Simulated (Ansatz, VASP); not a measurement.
**GaP in VASP and in Ansatz**

```
Ga P
1.0
     0.00000    2.63269    2.77710
     2.77710    0.00000    2.77710
     2.77710    2.63269    0.00000
Ga P
1 1
Direct
  0.00000 0.00000 0.00000
  0.75000 0.75000 0.75000
```

Alike in both runs: task single point; functional PBE; k mesh 10 × 10 × 10; occupations gaussian, width 0.05 eV; no spin polarisation.

|  | VASP | Ansatz |
| --- | --- | --- |
| version | VASP 6.6.1 | Ansatz 0.2.0 |
| potentials or method | VASP PAW PBE potentials, release 64 (Ga_d, P), cutoff 520 eV | scalar-relativistic, plane waves, PAW |
| valence electrons in the cell | 18 | 18 |

Ansatz gave:

- gap on the k mesh at the Fermi level (eV): 1.11
- least direct gap on the mesh (eV): 1.60
- pressure (GPa): 2.2
- traceless stress, the component that is largest in VASP (GPa): 2.35

Question: Which values does VASP return?

Answer: gap on the k mesh at the Fermi level (eV): 1.11; least direct gap on the mesh (eV): 1.60; pressure (GPa): 2.1; traceless stress, the component that is largest in VASP (GPa): 2.36.
